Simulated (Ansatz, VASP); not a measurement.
One calculation of Ta, two programs

```
Ta
1.0
    -1.70587    1.70587    1.77148
     1.70587   -1.70587    1.77148
     1.70587    1.70587   -1.77148
Ta
1
Direct
  0.00000 0.00000 0.00000
```

Change from the starting cell: strain +0.040 along x and y, +0.080 along z, atoms carried along.

Alike in both runs: task single point; functional PBEsol; k mesh 26 × 26 × 26; occupations gaussian, width 0.15 eV; no spin polarisation.

|  | VASP | Ansatz |
| --- | --- | --- |
| version | VASP 6.6.1 | Ansatz 0.2.0 |
| potentials or method | VASP PAW PBE potentials, release 64 (Ta_pv), cutoff 520 eV | scalar-relativistic, plane waves, PAW |
| valence electrons in the cell | 11 | 13 |

```csv
,VASP,Ansatz,Ansatz less VASP
gap on the k mesh at the Fermi level (eV),none,none,-
pressure (GPa),-23.8,-23.8,+0.02
"traceless stress, the component that is largest in VASP (GPa)",-1.71,-1.71,+0.001
```

VASP's potentials were made for PBE, not for PBEsol. A gap of «none» marks a metal or a gap that the smearing closes. VASP's potentials hold 11 valence electrons a cell and Ansatz's 13, so a difference there can come from the potentials and not from the codes.

Spin-orbit coupling is off throughout.
